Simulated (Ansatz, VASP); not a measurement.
# SnSe in VASP and in Ansatz

```
Sn Se
1.0
     0.00000    3.06663    3.06663
     3.06663    0.00000    3.06663
     3.06663    3.06663    0.00000
Sn Se
1 1
Direct
  0.00000 0.00000 0.00000
  0.50000 0.50000 0.50000
```

Alike in both runs: functional r2SCAN; k mesh 8 × 8 × 8; occupations fermi-dirac, width 0.02 eV; no spin polarisation.

Ansatz relaxed the structure, and its values are those at the end. VASP's run is a single point on that final structure, the one shown.

```csv
,VASP,Ansatz
version,VASP 6.6.1,Ansatz 0.2.0
potentials or method,"VASP PAW PBE potentials, release 64 (Sn_d, Se), cutoff 520 eV",PAW plane waves
valence electrons in the cell,20,30
```

```tsv
	VASP	Ansatz	Ansatz less VASP
pressure (GPa)	-2.8	-2.7	+0.02
```

VASP's potentials were made for PBE, not for r2SCAN. VASP's potentials hold 20 valence electrons a cell and Ansatz's 30, so a difference there can come from the potentials and not from the codes. Ansatz's warnings: stress scf threshold loose.
